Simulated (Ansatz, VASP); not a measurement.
**Re: VASP beside Ansatz**

File INCAR:

```
PREC = Accurate
ENCUT = 520
EDIFF = 1E-7
ISMEAR = -1
SIGMA = 0.1
LREAL = F
LASPH = T
NELM = 100
ALGO = Normal
ISIF = 2
LWAVE = F
LCHARG = F
GGA = PS
NBANDS = 10
```

Contents of KPOINTS:

```
Automatic mesh
0
Gamma
  16 16 16
```

The input POSCAR:

```
Re
1.0
    0.0000000000      1.9905770915      1.9905770915
    1.9905770915      0.0000000000      1.9905770915
    1.9905770915      1.9905770915      0.0000000000
Re
1
Direct
    0.0000000000      0.0000000000      0.0000000000
```

Input for Ansatz:

```yaml
crystal:
  lattice:
    - [0.0, 1.9905770915, 1.9905770915]
    - [1.9905770915, 0.0, 1.9905770915]
    - [1.9905770915, 1.9905770915, 0.0]
  atoms:
    - { symbol: Re, position: [0.0, 0.0, 0.0] }
hamiltonian:
  xc: pbesol
  pseudopotentials:
    kind: paw
    azcp:
      Re: "pseudopotentials/Re.paw.azcp"
basis:
  ecutwfc: 420
  fft_grid_basis: typed
kpoints:
  mp_grid: { grid: [16, 16, 16], shift: [0, 0, 0] }
magnetization:
  spin_polarized: false
scf:
  occupations: { method: fermi_dirac, width: 0.1 }
  lower_state_search: "off"
output:
  stress: true
  write_density: true
  write_potential: true
  elf: true
  volumetric_format: npy
```

Alike in both runs: task single point; functional PBEsol; k mesh 16 × 16 × 16; occupations fermi-dirac, width 0.1 eV; no spin polarisation.

|  | VASP | Ansatz |
| --- | --- | --- |
| version | VASP 6.6.1 | Ansatz 0.2.0 |
| potentials or method | VASP PAW PBE potentials, release 64 (Re), cutoff 520 eV | plane waves (420 eV) with PAW, scalar-relativistic |
| valence electrons in the cell | 7 | 15 |

Ansatz gave:

| Quantity | Value |
| --- | --- |
| pressure (GPa) | -25.3 |

Q: Which values does VASP return?

A: Pressure (GPa): -25.8.

VASP's potentials were made for PBE, not for PBEsol, and Ansatz warns of the same on its side. With one functional, cell and mesh, what is left measures potentials, basis and numerics. VASP's potentials hold 7 valence electrons a cell and Ansatz's 15, so a difference there can come from the potentials and not from the codes.

Neither program's run includes spin-orbit coupling.
